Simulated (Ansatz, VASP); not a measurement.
**AlGa3N4 in VASP and in Ansatz**

The input POSCAR:

```
AlGa3N4
1.0
    4.4716853600      0.0000000000      0.0000000000
    0.0000000000      4.4716853600      0.0000000000
    0.0000000000      0.0000000000      4.4716853600
Al Ga N
1 3 4
Direct
    0.0000000000      0.0000000000      0.0000000000
    0.5000000000      0.5000000000     -0.0223629330
    0.5000000000      0.0000000000      0.5000000000
    0.0000000000      0.5000000000      0.5000000000
    0.7557144200      0.7557144200      0.2442855800
    0.7557144200      0.2442855800      0.7557144200
    0.2442855800      0.7557144200      0.7557144200
    0.2442855800      0.2442855800      0.2442855800
```

Contents of INCAR.step1:

```
PREC = Accurate
ENCUT = 520
ISMEAR = 0
SIGMA = 0.05
LREAL = F
LASPH = T
NELM = 80
NBANDS = 41
GGA = PE
ALGO = Normal
EDIFF = 1E-4
LWAVE = T
LCHARG = F
```

File INCAR.step2:

```
PREC = Accurate
ENCUT = 520
EDIFF = 1E-6
ISMEAR = 0
SIGMA = 0.05
LREAL = F
LASPH = T
NELM = 80
ALGO = Normal
ISIF = 2
LWAVE = F
LCHARG = F
METAGGA = R2SCAN
LMIXTAU = T
NBANDS = 41
ISTART = 1
```

File KPOINTS:

```
regular mesh
0
Gamma
  6 6 6
```

Input for Ansatz:

```yaml
crystal:
  lattice:
    - [4.47168536, 0.0, 0.0]
    - [0.0, 4.47168536, 0.0]
    - [0.0, 0.0, 4.47168536]
  atoms:
    - { symbol: Al, position: [0.0, 0.0, 0.0] }
    - { symbol: Ga, position: [0.5, 0.5, -0.022362933] }
    - { symbol: Ga, position: [0.5, 0.0, 0.5] }
    - { symbol: Ga, position: [0.0, 0.5, 0.5] }
    - { symbol: "N", position: [0.75571442, 0.75571442, 0.24428558] }
    - { symbol: "N", position: [0.75571442, 0.24428558, 0.75571442] }
    - { symbol: "N", position: [0.24428558, 0.75571442, 0.75571442] }
    - { symbol: "N", position: [0.24428558, 0.24428558, 0.24428558] }
basis:
  ecutwfc: 500
kpoints:
  mp_grid: { grid: [6, 6, 6] }
hamiltonian:
  xc: r2scan
scf:
  occupations: { method: gaussian, width: 0.05 }
output:
  forces: true
  stress: true
  eigenvalues: true
  write_density: true
  write_potential: true
  elf: true
  volumetric_format: npy
```

Alike in both runs: task single point; functional r2SCAN; k mesh 6 × 6 × 6; occupations gaussian, width 0.05 eV; no spin polarisation.

|  | VASP | Ansatz |
| --- | --- | --- |
| version | VASP 6.6.1 | Ansatz 0.2.0 |
| potentials or method | VASP PAW PBE potentials, release 64 (Al, Ga_d, N), cutoff 520 eV | scalar-relativistic, plane waves, PAW |
| valence electrons in the cell | 62 | 62 |

|  | VASP | Ansatz | Ansatz less VASP |
| --- | --- | --- | --- |
| gap on the k mesh at the Fermi level (eV) | 2.72 | 2.71 | -0.001 |
| least direct gap on the mesh (eV) | 2.72 | 2.71 | -0.001 |
| pressure (GPa) | 0.1 | -0.5 | -0.66 |
| traceless stress, the component that is largest in VASP (GPa) | -1.47 | -1.39 | +0.077 |
| rms of the force components (eV/Å) | 0.435 | 0.427 | -0.0074 |

VASP's potentials were made for PBE, not for r2SCAN. Atom by atom the forces differ by 0.034 eV/Å (rms over components).
